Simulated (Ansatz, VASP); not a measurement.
**Two plane-wave programs on SnSe**

File POSCAR:

```
SnSe
1.0
    0.0000000000      3.3639842963      3.2923314308
    3.3639842963      0.0000000000      3.2923314308
    3.3639842963      3.3639842963      0.0000000000
Sn Se
1 1
Direct
    0.0000000000      0.0000000000      0.0000000000
    0.2500000000      0.2500000000      0.2500000000
```

INCAR.step1

```
SYSTEM = SnSe
PREC = Accurate ; ENCUT = 520
EDIFF = 1E-5 ; ISMEAR = -1
SIGMA = 0.02 ; LREAL = .FALSE.
LASPH = .TRUE. ; NELM = 80
ALGO = Normal ; ISIF = 2
LWAVE = .TRUE. ; LCHARG = .FALSE.
GGA = PE ; NBANDS = 17
```

File INCAR.step2:

```
SYSTEM = SnSe
PREC = Accurate ; ENCUT = 520
EDIFF = 1E-7 ; ISMEAR = -1
SIGMA = 0.02 ; LREAL = .FALSE.
LASPH = .TRUE. ; NELM = 80
ALGO = Normal ; ISIF = 2
LWAVE = .FALSE. ; LCHARG = .FALSE.
GGA = PE ; LHFCALC = .TRUE.
HFSCREEN = 0.2079 ; PRECFOCK = Normal
ISTART = 1 ; NBANDS = 17
```

File KPOINTS:

```
Automatic mesh
0
G
  4 4 4
  0 0 0
```

Input for Ansatz:

```yaml
crystal:
  lattice:
    - [0.0, 3.3639842963, 3.2923314308]
    - [3.3639842963, 0.0, 3.2923314308]
    - [3.3639842963, 3.3639842963, 0.0]
  atoms:
    - { symbol: Sn, position: [0.0, 0.0, 0.0] }
    - { symbol: Se, position: [0.25, 0.25, 0.25] }
kpoints:
  mp_grid: { grid: [4, 4, 4] }
  band_path:
    path:
      - [0.0, 0.0, 0.0]
      - [-0.5, -0.5, 0.0]
      - [-0.375, -0.375, 0.25]
      - [-0.375, 0.0, 0.375]
      - [0.0, 0.0, 0.5]
      - [-0.5, -0.25, 0.25]
    npoints: 1
hamiltonian:
  xc: hse06
scf:
  occupations: { method: fermi_dirac, width: 0.02 }
  n_extra_bands: 4
output:
  forces: true
  stress: true
  eigenvalues: true
```

Change from the starting cell: uniaxial_z strain -2.1%.

Alike in both runs: task single point; functional HSE06; k mesh 4 × 4 × 4; occupations fermi-dirac, width 0.02 eV; no spin polarisation.

|  | VASP | Ansatz |
| --- | --- | --- |
| version | VASP 6.6.1 | Ansatz 0.2.0 |
| potentials or method | VASP PAW PBE potentials, release 64 (Sn_d, Se) | plane waves, PAW |
| plane-wave cutoff (eV) | 520 | 420 |
| valence electrons in the cell | 20 | 30 |

Ansatz gave:

| Item | Value |
| --- | --- |
| pressure (GPa) | 0.9 |

Q: Which values does VASP return?

A: Pressure (GPa): 0.8.

VASP's potentials hold 20 valence electrons a cell and Ansatz's 30, so a difference there can come from the potentials and not from the codes. Ansatz's warnings: stress exchange threshold loose, stress scf threshold loose.
